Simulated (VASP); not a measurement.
A run of VASP 6.6.1 is set up as follows.

INCAR

```
SYSTEM = BP
PREC = Accurate ; ENCUT = 500
EDIFF = 1E-6 ; ISMEAR = 0
SIGMA = 0.05 ; LREAL = .False.
LASPH = .True. ; NELM = 120
ALGO = Normal ; ISIF = 2
LWAVE = .False. ; LCHARG = .False.
GGA = PE ; NBANDS = 11
GGA_COMPAT = .False.
```

Contents of KPOINTS:

```
Automatic mesh
0
Gamma
  12 12 12
  0 0 0
```

File POSCAR:

```
BP
1.0
    0.0000000000      1.9540722639      1.9540722639
    1.9540722639      0.0000000000      1.9540722639
    1.9540722639      1.9540722639      0.0000000000
B P
1 1
Direct
    0.0000000000      0.0000000000      0.0000000000
    0.2500000000      0.2500000000      0.2500000000
```

Potentials or basis: VASP PAW PBE potentials, release 64 (B, P).

Launch:

```sh
$ cat potpaw_PBE.64/B/POTCAR potpaw_PBE.64/P/POTCAR > POTCAR
$ mpirun -np 1 vasp_std > vasp.out
```

**Question.** Estimate the band gap on the k mesh.

**Answer.** 0.34 eV, indirect (least direct gap 4.67 eV).

**Question.** Estimate the pressure.

**Answer.** 168.5 GPa.

 A k mesh can miss the band edges.
